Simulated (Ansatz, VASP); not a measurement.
**Two plane-wave programs on Al3Cu**

Contents of POSCAR:

```
Al3Cu
1.0
    3.5002086020      0.0000000000      0.0000000000
    0.0000000000      3.8891206689      0.0000000000
    0.0000000000      0.0000000000      3.8891206689
Al Cu
3 1
Direct
    0.0000000000      0.5000000000      0.5000000000
    0.5000000000      0.0000000000      0.5000000000
    0.5000000000      0.5000000000      0.0000000000
    0.0000000000      0.0000000000      0.0000000000
```

The input INCAR.step1:

```
ALGO = Normal
EDIFF = 1E-4
ENCUT = 520
GGA = PE
ISMEAR = 0
LASPH = True
LCHARG = False
LREAL = False
LWAVE = True
NBANDS = 18
NELM = 100
PREC = Accurate
SIGMA = 0.15
```

INCAR.step2

```
ALGO = Normal
EDIFF = 1E-6
ENCUT = 520
ISIF = 2
ISMEAR = 0
ISTART = 1
LASPH = True
LCHARG = True
LELF = True
LMIXTAU = True
LREAL = False
LVHAR = True
LWAVE = False
METAGGA = R2SCAN
NBANDS = 18
NELM = 100
PREC = Accurate
SIGMA = 0.15
```

KPOINTS

```
k-points
0
Gamma
  12 12 12
```

Input for Ansatz:

```yaml
crystal:
  lattice:
    - [3.500208602, 0.0, 0.0]
    - [0.0, 3.8891206689, 0.0]
    - [0.0, 0.0, 3.8891206689]
  atoms:
    - { symbol: Al, position: [0.0, 0.5, 0.5] }
    - { symbol: Al, position: [0.5, 0.0, 0.5] }
    - { symbol: Al, position: [0.5, 0.5, 0.0] }
    - { symbol: Cu, position: [0.0, 0.0, 0.0] }
basis:
  ecutwfc: 500
kpoints:
  mp_grid: { grid: [12, 12, 12] }
hamiltonian:
  xc: r2scan
scf:
  occupations: { method: gaussian, width: 0.15 }
output:
  forces: true
  stress: true
  eigenvalues: true
```

Change from the starting cell: strain -0.1000 x Voigt [1, 0, 0, 0, 0, 0], atoms carried along.

Alike in both runs: task single point; functional r2SCAN; k mesh 12 × 12 × 12; occupations gaussian, width 0.15 eV; no spin polarisation.

|  | VASP | Ansatz |
| --- | --- | --- |
| version | VASP 6.6.1 | Ansatz 0.2.0 |
| potentials or method | VASP PAW PBE potentials, release 64 (Al, Cu), cutoff 520 eV | scalar-relativistic, plane waves, PAW |
| valence electrons in the cell | 20 | 28 |

VASP gave:

- gap on the k mesh at the Fermi level (eV): none
- pressure (GPa): 13.6
- traceless stress, the component that is largest in VASP (GPa): 7.13

Problem. Which values does Ansatz return?

Solution. gap on the k mesh at the Fermi level (eV): none; pressure (GPa): 13.8; traceless stress, the component that is largest in VASP (GPa): 7.19.

VASP's potentials were made for PBE, not for r2SCAN. A gap of «none» marks a metal or a gap that the smearing closes. VASP's potentials hold 20 valence electrons a cell and Ansatz's 28, so a difference there can come from the potentials and not from the codes.
